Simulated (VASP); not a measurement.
# Ga (P6_3/mmc) in VASP: a series of runs

Ga is run at these levels: PBE; tasks: single point.

Everything below comes from runs of VASP 6.6.1. Logs are shortened: lines on timing, memory, paths and dates and some standing lists are left out, and cuts for length are marked.

### Step 1. The cell of the first run

It takes space group P6_3/mmc (No. 194, hexagonal). The conventional cell has a = 2.248 Å, b = 2.248 Å, c = 3.755 Å, α = 90.00°, β = 90.00°, γ = 120.00°. Within 3.0 Å of Ga (site symmetry -6m2) lie 12 Ga at 2.25 to 2.28 Å.

### Step 2. Single point, PBE

The input, INCAR:

```
SYSTEM = Ga
  PREC = Accurate
  ENCUT = 520
  EDIFF = 1E-6
  ISMEAR = -1
  SIGMA = 0.1
  LREAL = .False.
  LASPH = .True.
  NELM = 100
  ALGO = Normal
  ISIF = 2
  LWAVE = .False.
  LCHARG = .False.
  GGA = PE
  NBANDS = 20
```

The input, KPOINTS:

```
Automatic mesh
0
Gamma
  14 14 8
  0 0 0
```

The input, POSCAR:

```
Ga
1.0
    2.2481382343      0.0000000000      0.0000000000
   -1.1240691172      1.9469448221      0.0000000000
    0.0000000000      0.0000000000      3.7549234179
Ga
2
Direct
    0.3333333333      0.6666666667      0.2500000000
    0.6666666667      0.3333333333      0.7500000000
```

Potentials or basis: VASP PAW PBE potentials, release 64 (Ga_d).

Started as:

```console
cat potpaw_PBE.64/Ga_d/POTCAR > POTCAR
mpirun -np 1 vasp_std > vasp.out
```

OUTCAR:

```text
SYSTEM = Ga
   PREC = Accurate
   ENCUT = 520
   EDIFF = 1E-6
   ISMEAR = -1
   LREAL = .False.
   LASPH = .True.
   NELM = 100
   ISIF = 2
   GGA = PE

 ion  position               nearest neighbor table
   1  0.333  0.667  0.250-   2 2.28   2 2.28   2 2.28   2 2.28   2 2.28   2 2.28
   2  0.667  0.333  0.750-   1 2.28   1 2.28   1 2.28   1 2.28   1 2.28   1 2.28

  LATTYP: Found a hexagonal cell.
 ALAT       =     2.2481382343
 C/A-ratio  =     1.6702368923

  Lattice vectors:

 A1 = (   2.2481382343,   0.0000000000,   0.0000000000)
 A2 = (  -1.1240691172,   1.9469448221,   0.0000000000)
 A3 = (   0.0000000000,   0.0000000000,   3.7549234179)

Analysis of symmetry for initial positions (statically):
=====================================================================
 Subroutine PRICEL returns:
 Original cell was already a primitive cell.

 Routine SETGRP: Setting up the symmetry group for a
 hexagonal supercell.

 Subroutine GETGRP returns: Found 24 space group operations
 (whereof 12 operations were pure point group operations)
 out of a pool of 24 trial point group operations.

The static configuration has the point symmetry D_3d.
 The point group associated with its full space group is D_6h.

Analysis of symmetry for dynamics (positions and initial velocities):
=====================================================================
 Subroutine PRICEL returns:
 Original cell was already a primitive cell.

 Routine SETGRP: Setting up the symmetry group for a
 hexagonal supercell.

 Subroutine GETGRP returns: Found 24 space group operations
 (whereof 12 operations were pure point group operations)
 out of a pool of 24 trial point group operations.

The dynamic configuration has the point symmetry D_3d.
 The point group associated with its full space group is D_6h.

 Subroutine INISYM returns: Found 24 space group operations
 (whereof 12 operations are pure point group operations),
 and found     1 'primitive' translations

----------------------------------------------------------------------------------------

                                     Primitive cell

  volume of cell :      16.4353

  direct lattice vectors                    reciprocal lattice vectors
     2.248138234  0.000000000  0.000000000     0.444812505  0.256812620  0.000000000
    -1.124069117  1.946944822  0.000000000     0.000000000  0.513625239  0.000000000
     0.000000000  0.000000000  3.754923418     0.000000000  0.000000000  0.266317016

  length of vectors
[... 80 lines left out ...]
   ENCUT  =  520.0 eV  38.22 Ry    6.18 a.u.   4.18  4.18  6.98*2*pi/ulx,y,z
   NELM   =    100;   NELMIN=  2; NELMDL= -5     # of ELM steps
   EDIFF  = 0.1E-05   stopping-criterion for ELM
   LREAL  =      F    real-space projection
   EDIFFG = 0.1E-04   stopping-criterion for IOM
   NSW    =      0    number of steps for IOM
   IBRION =     -1    ionic relax: 0-MD 1-quasi-New 2-CG
   NFREE  =      0    steps in history (QN), initial steepest desc. (CG)
   ISIF   =      2    stress and relaxation
   ISYM   =      2    0-nonsym 1-usesym 2-fastsym
   POTIM  = 0.5000    time-step for ionic-motion
   TEBEG  =    0.0;   TEEND  =   0.0 temperature during run
   PSTRESS=    0.0 pullay stress
   NELECT =      26.0000    total number of electrons
   NUPDOWN=      -1.0000    fix difference up-down
   EMIN   =  10.00;   EMAX   =-10.00  energy-range for DOS
   EFERMI =   0.00;   METHOD = LEGACY
   ISMEAR =    -1;   SIGMA  =   0.10  broadening in eV -4-tet -1-fermi 0-gaus
   EFERMI_NEDOS =   21; number of points for ismear=-14 and -15
   IALGO  =     38    algorithm
   IMIX   =      4    mixing-type and parameters
     AMIX     =   0.40;   BMIX     =  1.00
     AMIX_MAG =   1.60;   BMIX_MAG =  1.00
  volume/ion in A,a.u.               =       8.22        55.46
  Fermi-wavevector in a.u.,A,eV,Ry     =   1.907539  3.604726 49.507574  3.638704
  Thomas-Fermi vector in A             =   2.945036
   LORBIT       =      0    0 simple, 1 ext, 2 COOP (PROOUT), +10 PAW based schemes
   GGA     = PE    functional components
   LHFCALC =     F    Hartree Fock is set to
   AEXX    =    0.0000 exact exchange contribution
   IVDW    =     0    specifies the selected vdW correction
   LEPSILON=     F    determine dielectric tensor
   LRPA    =     F    only Hartree local field effects (RPA)
 non-spin polarized calculation
  energy-cutoff  :      520.00
  volume of cell :       16.44
 maximum number of plane-waves:       458
 NGX is ok and might be reduce to    18
   NGX =  9   NGY =  9   NGZ = 13

 number of electron      26.0000020 magnetization

 Free energy of the ion-electron system (eV)
  ---------------------------------------------------
  ext. energy  EPLUGINS =         0.00000000
  ---------------------------------------------------
  free energy    TOTEN  =         3.61237760 eV

  energy without entropy =        3.62982544  energy(sigma->0) =        3.62110152

 E-fermi :  18.0015     XC(G=0): -15.9559

 val. band max:       17.9930382116   @ k =   0.2857   0.2143   0.5000
 cond. band min:      18.0093039643   @ k =   0.3571   0.1429   0.0000
 fundamental gap:      0.0162657527
 Fermi energy:        18.0015359643

 k-point     1 :       0.0000    0.0000    0.0000
  band No.  band energies     occupation
      1      -2.9229      2.00000
      2      -1.3905      2.00000
      3      -0.1537      2.00000
      4      -0.0050      2.00000
      5      -0.0050      2.00000
      6       0.1652      2.00000
[... 541 lines left out ...]
     19      26.2892      0.00000
     20      47.8559      0.00000

 [... further k-points ...]

------------------------ aborting loop because EDIFF is reached ----------------------------------------

  FORCE on cell =-STRESS in cart. coord.  units (eV):
  Direction    XX          YY          ZZ          XY          YZ          ZX
  --------------------------------------------------------------------------------------
  -------------------------------------------------------------------------------------
  Total       31.8498309     31.8498309     31.9236573     -0.0000000     -0.0000000      0.0000000
  in kB     3104.8453596   3104.8453595   3112.0422425     -0.0000001     -0.0000000      0.0000000
  external PRESSURE =    3107.2443205 kB  Pullay stress =       0.0000000 kB

 VOLUME and BASIS-vectors are now :
 -----------------------------------------------------------------------------
  energy-cutoff  :      520.00
  volume of cell :       16.44
      direct lattice vectors                 reciprocal lattice vectors
     2.248138234  0.000000000  0.000000000     0.444812505  0.256812620  0.000000000
    -1.124069117  1.946944822  0.000000000     0.000000000  0.513625239  0.000000000
     0.000000000  0.000000000  3.754923418     0.000000000  0.000000000  0.266317016

 POSITION                                       TOTAL-FORCE (eV/Angst)
 -----------------------------------------------------------------------------------
     -0.00000      1.29796      0.93873        -0.000000      0.000000      0.000000
      1.12407      0.64898      2.81619         0.000000     -0.000000      0.000000
 -----------------------------------------------------------------------------------
    total drift:                               -0.000000      0.000000     -0.000000

  FREE ENERGIE OF THE ION-ELECTRON SYSTEM (eV)
  ---------------------------------------------------
  free  energy   TOTEN  =         3.6123775982 eV

  energy  without entropy=        3.6298254378  energy(sigma->0) =        3.62110152
```

stdout:

```text
POSCAR found type information on POSCAR Ga
 POSCAR found :  1 types and       2 ions
 scaLAPACK will be used
 LDA part: xc-table for (Slater+PW92), standard interpolation
 POSCAR, INCAR and KPOINTS ok, starting setup
 FFT: planning ... GRIDC
 FFT: planning ... GRID_SOFT
 FFT: planning ... GRID
 WAVECAR not read
 entering main loop
```

Run time: 22 s. Hardware: 1 thread of Intel Xeon Platinum 8488C (Sapphire Rapids), shared host; peak memory 0.15 GiB.

Results:

```yaml
Free_energy: 3.6124 eV
Pressure: 310.7 GPa
Band_gap_on_the_k_mesh: zero (band 13 reaches 24.99 eV, above the bottom of band 14 at 13.84 eV)
```

Levels at points of the mesh, in eV from the Fermi level:
| k point | band 10 | band 11 | band 12 | band 13 | band 14 | band 15 | band 16 | band 17 |
| --- | --- | --- | --- | --- | --- | --- | --- | --- |
| (0.00, 0.00, 0.00) | -16.76 | -16.76 | -10.63 | -6.34 | 18.30 | 18.94 | 18.94 | 20.23 |
| (0.50, 0.00, 0.00) | -16.54 | -10.36 | -8.63 | -0.03 | 0.70 | 3.14 | 4.12 | 7.87 |
| (0.00, 0.00, 0.50) | -17.00 | -17.00 | -17.00 | 5.32 | 5.32 | 19.13 | 19.13 | 21.34 |
| (0.50, 0.00, 0.50) | -16.58 | -8.82 | -8.82 | -4.16 | -4.16 | 11.40 | 11.40 | 12.50 |

### Step 3. Single point, PBE

This run uses another cell than the first one, of 9.56 Å³/atom, 1.163 times its volume.

The input, INCAR:

```
SYSTEM = Ga
ALGO = Normal
EDIFF = 1E-6
ENCUT = 520
GGA = PE
ISIF = 2
ISMEAR = -1
LASPH = .True.
LCHARG = .True.
LELF = .True.
LREAL = .False.
LVHAR = .True.
LWAVE = .False.
NBANDS = 20
NELM = 60
PREC = Accurate
SIGMA = 0.1
```

The input, KPOINTS:

```
k-points
0
Gamma
  14 14 8
  0 0 0
```

The input, POSCAR:

```
Ga
1.0
    2.3582165659      0.0000000000      0.0000000000
   -1.1791082829      2.0422754537      0.0000000000
    0.0000000000      0.0000000000      3.9680879055
Ga
2
Direct
    0.3333333333      0.6666666667      0.2500000000
    0.6666666667      0.3333333333      0.7500000000
```

Potentials or basis: VASP PAW PBE potentials, release 64 (Ga_d).

Started as:

```console
cat potpaw_PBE.64/Ga_d/POTCAR > POTCAR
mpirun -np 1 vasp_std > vasp.out
```

Wall time 23 s (1 thread of Intel Xeon Platinum 8488C (Sapphire Rapids), shared host); peak memory 0.15 GiB.

It converged, with:

* Free energy: -0.3449 eV
* Pressure: 177.7 GPa
* Band gap on the k mesh: zero (band 13 reaches 21.23 eV, above the bottom of band 14 at 10.83 eV)

Levels at points of the mesh, in eV from the Fermi level:
```csv
k point,band 10,band 11,band 12,band 13,band 14,band 15,band 16,band 17
"(0.00, 0.00, 0.00)",-16.08,-16.08,-9.10,-6.33,17.21,17.21,17.95,18.74
"(0.50, 0.00, 0.00)",-15.91,-9.01,-7.89,0.22,0.55,3.10,3.24,7.53
"(0.00, 0.00, 0.50)",-16.25,-15.63,-15.63,4.67,4.67,18.76,18.76,19.41
"(0.50, 0.00, 0.50)",-15.93,-7.50,-7.50,-4.07,-4.07,10.55,10.55,11.48
```
